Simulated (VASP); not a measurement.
Runs of VASP 6.6.1 on Al4Pt. The structure is that of space group P-3m1 (No. 164), or close to it. The cells are those of the table. 

```csv
task,cell,k mesh,cutoff (eV),gap on the mesh (eV),pressure (GPa),relaxed volume (Å³/atom),largest force (eV/Å)
relaxation of cell and atoms,"relaxed from a = 2.934, b = 2.934, c = 9.436 Å, angles 90.0, 90.0, 120.0°, 5 atoms",6 × 6 × 2,600,none,0.1,16.19,0.02
relaxation of cell and atoms,"relaxed from a = 2.881, b = 2.881, c = 11.271 Å, angles 90.0, 90.0, 120.0°, 5 atoms",12 × 12 × 4,600,none,0.0,(a),0.01
single point,"a = 2.934, b = 2.934, c = 9.436 Å, angles 90.0, 90.0, 120.0°, 5 atoms",6 × 6 × 2,520,none,(b),-,11.57
single point,"a = 2.881, b = 2.881, c = 11.271 Å, angles 90.0, 90.0, 120.0°, 5 atoms",6 × 6 × 2,520,none,0.0,-,0.01
single point,"a = 2.909, b = 2.909, c = 11.018 Å, angles 90.0, 90.0, 120.0°, 5 atoms",12 × 12 × 4,520,none,-0.1,-,0.01
```

Alike in all rows: level PBE; potentials or basis VASP PAW PBE potentials, release 64 (Al, Pt); no spin polarisation; smearing gaussian 0.1 eV.

**Question.** Fill in the values left out.

**Answer.** (a) 16.14; (b) 72.5.

Caveats: some runs use coarse meshes; spin-orbit coupling is left out, which moves the levels of the heavy elements; the volume moved by over 15 % at a fixed basis, so the end points are rough (some runs); forces of over 1 eV/Å act on the atoms, so gaps and moduli don't describe the material at rest (some runs).

A k mesh can miss the band edges, and the runs leave out spin-orbit coupling on Pt.

A gap of «none» marks levels without a gap at the run's occupations.
